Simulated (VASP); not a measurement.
Set up this calculation in VASP 6.6.1, as the native input.

```
Task                   : single point
Functional             : r2SCAN
Dispersion             : D4
Potentials or basis    : VASP PAW PBE potentials, release 64 (Al, Ga_d, N_h)
Cutoff                 : 1460 eV
k mesh                 : 4 × 4 × 4
Occupations            : gaussian, width 0.01 eV
Spin                   : no spin polarisation
Dipole correction      : no
Further INCAR settings : ALGO = Normal; EDIFF = 1e-06; NBANDS = 41
```

Crystal: AlGa3N4.

```xyz
8
Lattice="4.4509 0.0000 0.0000 0.0000 4.4509 0.0000 0.0000 0.0000 4.4509" Properties=species:S:1:pos:R:3 pbc="T T T"
Al    0.0000    0.0000    0.0000
Ga    2.2255    2.2255    0.0000
Ga    2.2255    0.0000    2.2255
Ga    0.0000    2.2255    2.2255
N     3.3618    3.3618    1.0891
N     3.3618    1.0891    3.3618
N     1.0891    3.3618    3.3618
N     1.0891    1.0891    1.0891
```

The input as run:

POSCAR

```
AlGa3N4
1.0
    4.4509093107      0.0000000000      0.0000000000
    0.0000000000      4.4509093107      0.0000000000
    0.0000000000      0.0000000000      4.4509093107
Al Ga N
1 3 4
Direct
    0.0000000000      0.0000000000      0.0000000000
    0.5000000000      0.5000000000      0.0000000000
    0.5000000000      0.0000000000      0.5000000000
    0.0000000000      0.5000000000      0.5000000000
    0.7553103752      0.7553103752      0.2446896248
    0.7553103752      0.2446896248      0.7553103752
    0.2446896248      0.7553103752      0.7553103752
    0.2446896248      0.2446896248      0.2446896248
```

INCAR.step1

```
SYSTEM = AlGa3N4
PREC = Accurate
ENCUT = 1460
ISMEAR = 0
SIGMA = 0.01
LREAL = .FALSE.
LASPH = .TRUE.
NELM = 120
NBANDS = 41
GGA = PE
ALGO = Normal
EDIFF = 1E-5
LWAVE = .TRUE.
LCHARG = .FALSE.
GGA_COMPAT = .FALSE.
```

INCAR.step2

```
SYSTEM = AlGa3N4
PREC = Accurate
ENCUT = 1460
EDIFF = 1E-6
ISMEAR = 0
SIGMA = 0.01
LREAL = .FALSE.
LASPH = .TRUE.
NELM = 120
ALGO = Normal
ISIF = 2
LWAVE = .FALSE.
LCHARG = .TRUE.
METAGGA = R2SCAN
LMIXTAU = .TRUE.
IVDW = 13
VDW_S6 = 1.0
VDW_S8 = 0.6018749
VDW_A1 = 0.51559235
VDW_A2 = 5.77342911
LELF = .TRUE.
LVHAR = .TRUE.
NBANDS = 41
ISTART = 1
GGA_COMPAT = .FALSE.
```

KPOINTS

```
Automatic mesh
0
G
  4 4 4
  0 0 0
```

Potentials or basis: VASP PAW PBE potentials, release 64 (Al, Ga_d, N_h).

Run with:

```console
$ cat potpaw_PBE.64/Al/POTCAR potpaw_PBE.64/Ga_d/POTCAR potpaw_PBE.64/N_h/POTCAR > POTCAR
$ cp INCAR.step1 INCAR
$ mpirun -np 1 vasp_std > vasp.out
$ cp INCAR.step2 INCAR
$ mpirun -np 1 vasp_std > vasp.out
```

It gave:

```json
{
  "Pressure": "0.7 GPa",
  "Largest force": "0.087 eV/Å",
  "Band gap on the k mesh": "2.89 eV",
  "Dispersion energy per atom": "-0.140 eV"
}
```

Caveat: the PAW data sets were made with another functional, which shifts forces and pressure a little.

It took 9.3 min on 1 thread of Intel(R) Xeon(R) Platinum 8259CL CPU @ 2.50GHz (Skylake/Cascade Lake), on a shared host, peak memory 0.55 GiB.
